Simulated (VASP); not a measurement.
Input of a VASP 6.6.1 run:

File POSCAR:

```
CsH
1.0
    0.0000000000      3.1880000000      3.1880000000
    3.1880000000      0.0000000000      3.1880000000
    3.1880000000      3.1880000000      0.0000000000
Cs H
1 1
Direct
    0.0000000000      0.0000000000      0.0000000000
    0.5000000000      0.5000000000      0.5000000000
```

The input INCAR.step1:

```
SYSTEM = CsH
PREC = Accurate
ENCUT = 600
ISMEAR = 0
SIGMA = 0.01
LREAL = .FALSE.
LASPH = .TRUE.
NELM = 60
GGA = PE
ALGO = Normal
EDIFF = 1E-4
LWAVE = .TRUE.
LCHARG = .FALSE.
```

Contents of INCAR.step2:

```
SYSTEM = CsH
PREC = Accurate
ENCUT = 600
EDIFF = 1E-6
ISMEAR = 0
SIGMA = 0.01
LREAL = .FALSE.
LASPH = .TRUE.
NELM = 60
ALGO = Normal
ISIF = 3
LWAVE = .FALSE.
LCHARG = .FALSE.
METAGGA = R2SCAN
LMIXTAU = .TRUE.
IBRION = 2
NSW = 80
EDIFFG = -0.01
ISTART = 1
```

File KPOINTS:

```
regular mesh
0
G
  6 6 6
  0 0 0
```

Potentials or basis: VASP PAW PBE potentials, release 64 (Cs_sv, H).

The run is started by

```console
$ cat potpaw_PBE.64/Cs_sv/POTCAR potpaw_PBE.64/H/POTCAR > POTCAR
$ cp INCAR.step1 INCAR
$ mpirun -np 1 vasp_std > vasp.out
$ cp INCAR.step2 INCAR
$ mpirun -np 1 vasp_std > vasp.out
```

Question: Estimate the space group after relaxing (to 0.1 Å).

Answer: Fm-3m (No. 225).

Question: What does it give for the relaxed cell?

Answer: a = 4.511 Å, b = 4.511 Å, c = 4.511 Å, α = 60.00°, β = 60.00°, γ = 60.00°.

Question: What does it give for the relaxed volume?

Answer: 32.46 Å³/atom.

Final structure:
```
Cs H
1.0
     0.00000    3.19006    3.19006
     3.19006    0.00000    3.19006
     3.19006    3.19006    0.00000
Cs H
1 1
Direct
  0.00000 0.00000 0.00000
  0.50000 0.50000 0.50000
```

Caveat: the PAW data sets were made with another functional, which shifts forces and pressure a little.
